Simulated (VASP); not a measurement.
## C: single point with PBE+D3(BJ)

System: C.

```
CELL_PARAMETERS angstrom
6.09375 0.12237 -0.01317
0.12231 5.91148 -0.07153
-0.01944 -0.07581 6.01089
ATOMIC_POSITIONS crystal
C 0.80050 0.49911 0.00816
C 0.06474 0.69631 0.35362
C 0.97107 0.79599 0.56850
C 0.36642 0.41970 0.21241
C 0.46527 0.18881 0.25480
C 0.80746 0.22825 0.00566
C 0.20462 0.35771 0.58510
C 0.42842 0.64372 0.32551
C 0.84475 0.66216 0.21216
C 0.28959 0.04876 0.33328
C 0.28487 0.43687 0.99579
C 0.01981 0.00549 0.65839
C 0.76300 0.68923 0.61817
C 0.23222 0.50621 0.40521
C 0.16118 0.13882 0.52081
C 0.74891 0.59235 0.81387
C 0.90862 0.10894 0.84533
C 0.26235 0.82444 0.28138
C 0.65160 0.70527 0.39249
C 0.72532 0.87958 0.23502
C 0.66855 0.09930 0.17307
C 0.23140 0.42237 0.80195
```

```
Program             : VASP 6.6.1
Task                : single point
Functional          : PBE
Dispersion          : D3(BJ)
Potentials or basis : VASP PAW PBE potentials, release 64 (C)
Cutoff              : 520 eV
k mesh              : 2 × 2 × 2, shifted
Occupations         : gaussian, width 0.1 eV
Spin                : no spin polarisation
```

| Quantity | Value |
| --- | --- |
| Pressure | 0.3 GPa |
| Largest force | 0.081 eV/Å |
| Dispersion energy per atom | -0.136 eV |

Forces on the atoms (eV/Å):
```
C   -0.002  0.005  0.007
C   -0.033  0.004  0.012
C    0.007 -0.013 -0.009
C    0.012 -0.024 -0.063
C    0.012  0.000 -0.005
C   -0.012  0.031  0.004
C   -0.004  0.040  0.070
C    0.053  0.016  0.004
C    0.033 -0.045 -0.043
C   -0.004  0.002 -0.008
C    0.023  0.014  0.032
C    0.017  0.001  0.016
C   -0.025 -0.001  0.000
C   -0.047 -0.024  0.024
C   -0.024 -0.019 -0.005
C    0.002 -0.009  0.008
C    0.000 -0.018 -0.002
C    0.005  0.039 -0.030
C   -0.030 -0.007  0.048
C    0.013  0.030 -0.011
C    0.011  0.009  0.003
C   -0.008 -0.029 -0.050
```

Stress tensor (GPa, compression positive):
```
 0.18  0.03 -0.03
 0.03  0.30  0.04
-0.03  0.04  0.26
```

Run time: 75 s on 1 thread of AMD EPYC 9R45 96-Core Processor (Zen 5), on a shared host, peak memory 0.29 GiB.

Caveat: the atoms stand as in a frame of molecular dynamics.
